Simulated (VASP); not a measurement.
WF4 (W(F)4): single point with PBE

Molecule: WF4 (W(F)4), in a box.

```
W F
1.0
    12.60000    0.00000    0.00000
     0.00000   12.60000    0.00000
     0.00000    0.00000    9.71000
W F
1 4
Direct
  0.49985 0.49985 0.49985
  0.64255 0.49985 0.53627
  0.49985 0.64255 0.46344
  0.35714 0.49985 0.53627
  0.49985 0.35714 0.46344
```

```yaml
Program: VASP 6.6.1
Task: single point
Functional: PBE
Potentials_or_basis: VASP PAW PBE potentials, release 64 (W_sv, F)
Cutoff: 520 eV
k_mesh: 1 × 1 × 1
Occupations: gaussian, width 0.01 eV
Spin: no spin polarisation
Dipole_correction: no
Further_INCAR_settings: ALGO = Normal; EDIFF = 1e-07; NBANDS = 29
```

The largest force is 0.596 eV/Å. The gap between the frontier levels is 1.43 eV.

Forces on the atoms (eV/Å):
```
W    0.000  0.000  0.000
F    0.593  0.000  0.066
F    0.000  0.593 -0.066
F   -0.593  0.000  0.066
F    0.000 -0.593 -0.066
```

Levels at points of the mesh, in eV from the valence-band top:
```csv
k point,band 19,band 20,band 21,band 22,band 23,band 24
"(0.00, 0.00, 0.00)",-5.18,-4.74,0.00,1.43,1.43,1.68
```

It took 2.7 min on 1 thread of Intel(R) Xeon(R) Platinum 8259CL CPU @ 2.50GHz (Skylake/Cascade Lake), on a shared host, peak memory 1.1 GiB.

Caveat: spin-orbit coupling is left out, which moves the levels of the heavy elements.
